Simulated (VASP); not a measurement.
Set up this calculation in VASP 6.6.1, as the native input.

* Task: single point
* Functional: PBE
* Potentials or basis: VASP PAW PBE potentials, release 64 (H, Os_sv_GW)
* Cutoff: 500 eV
* k mesh: 4 × 4 × 4
* Occupations: gaussian, width 0.1 eV
* Spin: no spin polarisation
* Dipole correction: no
* Further INCAR settings: ALGO = Normal; EDIFF = 1e-06; NBANDS = 39

The structure of H8Os3 lies in POSCAR:

```
H8Os3
1.0
    5.2352480093      0.0000000000      0.0000000000
    0.0000000000      5.2352480093      0.0000000000
    0.0000000000      0.0000000000      5.2352480093
H Os
8 3
Direct
    0.1995417314      0.0000000000      0.0000000000
    0.8004582686      0.0000000000      0.0000000000
    0.0000000000      0.1995417314      0.0000000000
    0.0000000000      0.8004582686      0.0000000000
    0.0000000000      0.0000000000      0.1995417314
    0.0000000000      0.0000000000      0.8004582686
    0.0000000000      0.0000000000      0.0000000000
    0.5000000000      0.5000000000      0.5000000000
    0.5000000000      0.0000000000      0.0000000000
    0.0000000000      0.5000000000      0.0000000000
    0.0000000000      0.0000000000      0.5000000000
```

The cell was built from a structure type or drawn by symmetry, and may not be a known phase.

One way to write it, as run:

INCAR

```
  PREC = Accurate
  ENCUT = 500
  EDIFF = 1E-6
  ISMEAR = 0
  SIGMA = 0.1
  LREAL = False
  LASPH = True
  NELM = 120
  ALGO = Normal
  ISIF = 2
  LWAVE = False
  LCHARG = False
  GGA = PE
  NBANDS = 39
  GGA_COMPAT = False
```

KPOINTS

```
regular mesh
0
Gamma
  4 4 4
```

Potentials or basis: VASP PAW PBE potentials, release 64 (H, Os_sv_GW).

Launch:

```bash
$ cat potpaw_PBE.64/H/POTCAR potpaw_PBE.64/Os_sv_GW/POTCAR > POTCAR
$ mpirun -np 1 vasp_std > vasp.out
```

It gave:

The pressure is -0.9 GPa. The band gap on the k mesh is zero (bands 28 and 29 overlap by 0.47 eV).

Caveat: spin-orbit coupling is left out, which moves the levels of the heavy elements.

It took 49 s on 1 thread of Intel(R) Xeon(R) Platinum 8488C (Sapphire Rapids), with other jobs on the host, peak memory 0.26 GiB.
